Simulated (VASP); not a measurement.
Here is a VASP 6.6.1 calculation.

Contents of INCAR:

```
SYSTEM = Pb
PREC = Accurate
ENCUT = 520
EDIFF = 1E-6
ISMEAR = -1
SIGMA = 0.1
LREAL = .False.
LASPH = .True.
NELM = 60
ALGO = Normal
ISIF = 2
LWAVE = .False.
LCHARG = .False.
GGA = RE
NBANDS = 21
```

KPOINTS

```
regular mesh
0
Gamma
  9 9 9
  0 0 0
```

Contents of POSCAR:

```
Pb
1.0
    0.0000000000      3.4719041635      3.4719041635
    3.4719041635      0.0000000000      3.4719041635
    3.4719041635      3.4719041635      0.0000000000
Pb
2
Direct
    0.1250000000      0.1250000000      0.1250000000
    0.8750000000      0.8750000000      0.8750000000
```

Potentials or basis: VASP PAW PBE potentials, release 64 (Pb_d).

The run is started by

```console
$ cat potpaw_PBE.64/Pb_d/POTCAR > POTCAR
$ mpirun -np 1 vasp_std > vasp.out
```

Q: What does it give for the band gap on the k mesh?

A: Zero (band 14 reaches 4.57 eV, above the bottom of band 15 at 3.49 eV).

Q: What does it give for the pressure?

A: 2.2 GPa.

Caveat: the PAW data sets were made with another functional, which shifts forces and pressure a little; spin-orbit coupling is left out, which moves the levels of the heavy elements.
